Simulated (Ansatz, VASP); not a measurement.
# One calculation of NaI, two programs

```
Na I
1.0
     0.00000    3.23640    3.23640
     3.23640    0.00000    3.23640
     3.23640    3.23640    0.00000
Na I
1 1
Cartesian
  0.0000 0.0000 0.0000
  3.3820 3.3820 3.2364
```

Alike in both runs: task single point; functional PBEsol; k mesh 4 × 4 × 4; no spin polarisation.

|  | VASP | Ansatz |
| --- | --- | --- |
| version | VASP 6.6.1 | Ansatz 0.2.0 |
| potentials or method | VASP PAW PBE potentials, release 64 (Na_pv, I) | plane waves, PAW |
| plane-wave cutoff (eV) | 500 | 420 |
| occupations | gaussian, width 0.01 eV | fixed |
| valence electrons in the cell | 14 | 26 |

Ansatz gave:

| Property | Result |
| --- | --- |
| rms of the force components (eV/Å) | 0.103 |

**Question.** What did VASP give for the same quantities?

**Answer.** rms of the force components (eV/Å): 0.105.

VASP's potentials were made for PBE, not for PBEsol. Atom by atom the forces differ by 0.002 eV/Å (rms over components). VASP's potentials hold 14 valence electrons a cell and Ansatz's 26, so a difference there can come from the potentials and not from the codes.

The k mesh is coarse, so the values compare programs but aren't converged. Neither program's run includes spin-orbit coupling.
